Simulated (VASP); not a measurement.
**SnH5: relaxation of cell and atoms with PBE**

The system is SnH5.

```
Sn H
1.0
     2.93135    0.00000    0.00000
    -1.46567    2.53862    0.00000
     0.00000    0.00000    8.68277
Sn H
1 5
Direct
  0.00000 0.00000 0.50000
  0.50000 0.00000 0.00000
  0.00000 0.50000 0.00000
  0.50000 0.50000 0.00000
  0.00000 0.00000 0.29398
  0.00000 0.00000 0.70602
```

The cell was generated, and may not be a known phase.

```
Program                : VASP 6.6.1
Task                   : relaxation of cell and atoms
Functional             : PBE
Potentials or basis    : VASP PAW PBE potentials, release 64 (Sn_d, H_h)
Cutoff                 : 1230 eV
k mesh                 : 12 × 12 × 6
Occupations            : gaussian, width 0.1 eV
Spin                   : no spin polarisation
Dipole correction      : no
Further INCAR settings : ALGO = Normal; EDIFF = 1e-07; IBRION = 2; EDIFFG = -0.01; NSW = 100; ISIF = 3
```

The relaxed volume is 10.85 Å³/atom. The relaxed cell is a = 2.941 Å, b = 2.941 Å, c = 8.692 Å, α = 90.00°, β = 90.00°, γ = 120.00°, the space group after relaxing (to 0.1 Å) is P6/mmm (No. 191) and the energy gained by relaxing is 0.1 meV/atom. The ionic steps are 5, the pressure after relaxing is 0.0 GPa and the largest force after relaxing is 0.010 eV/Å. The band gap on the k mesh is zero (an odd number of electrons rules out a gap without spin polarisation).

Forces in eV/Å, atoms in the order of the input:
```
Sn   0.000  0.000  0.000
H    0.000  0.000  0.000
H    0.000  0.000  0.000
H    0.000  0.000  0.000
H    0.000  0.000  0.010
H    0.000  0.000 -0.010
```

The path:
| step | energy change (eV) | largest force (eV/Å) | pressure (GPa) | volume (Å³) |
| --- | --- | --- | --- | --- |
| 1 | 0.0000 | 0.0105 | 0.44 | 64.61 |
| 2 | -0.0006 | 0.0109 | 0.16 | 64.89 |
| 3 | -0.0006 | 0.0334 | -0.11 | 65.19 |
| 4 | -0.0007 | 0.0250 | -0.01 | 65.08 |
| 5 | -0.0007 | 0.0095 | 0.01 | 65.10 |

Final structure:
```cif
data_structure
_symmetry_space_group_name_H-M 'P 1'
_symmetry_Int_Tables_number 1
_cell_length_a 2.9408
_cell_length_b 2.9408
_cell_length_c 8.6920
_cell_angle_alpha 90.000
_cell_angle_beta 90.000
_cell_angle_gamma 120.000
_cell_volume 65.10
loop_
_atom_site_label
_atom_site_type_symbol
_atom_site_fract_x
_atom_site_fract_y
_atom_site_fract_z
_atom_site_occupancy
Sn1 Sn 0.00000 0.00000 0.50000 1
H1 H 0.50000 0.00000 0.00000 1
H2 H 0.00000 0.50000 0.00000 1
H3 H 0.50000 0.50000 0.00000 1
H4 H 0.00000 0.00000 0.29404 1
H5 H 0.00000 0.00000 0.70596 1
```

Levels at points of the mesh, in eV from the Fermi level:
```tsv
k point	band 6	band 7	band 8	band 9	band 10	band 11	band 12	band 13
(0.00, 0.00, 0.00)	-11.30	-8.79	-5.73	-0.54	3.44	8.24	8.24	8.45
(0.50, 0.00, 0.00)	-5.98	-4.67	-4.11	-2.94	-1.97	2.75	4.86	6.22
(0.00, 0.00, 0.50)	-11.29	-8.83	-5.60	-0.99	5.16	6.21	8.24	8.24
(0.50, 0.00, 0.50)	-5.97	-4.66	-4.12	-3.07	-1.77	2.54	5.11	6.29
```

It took 5.9 min on 1 thread of AMD EPYC 9R45 96-Core Processor (Zen 5), on a shared host, peak memory 0.53 GiB.

Caveat: spin-orbit coupling is left out, which moves the levels of the heavy elements; an odd number of electrons without spin polarisation forces a metal; a magnetic or distorted state may lie lower.
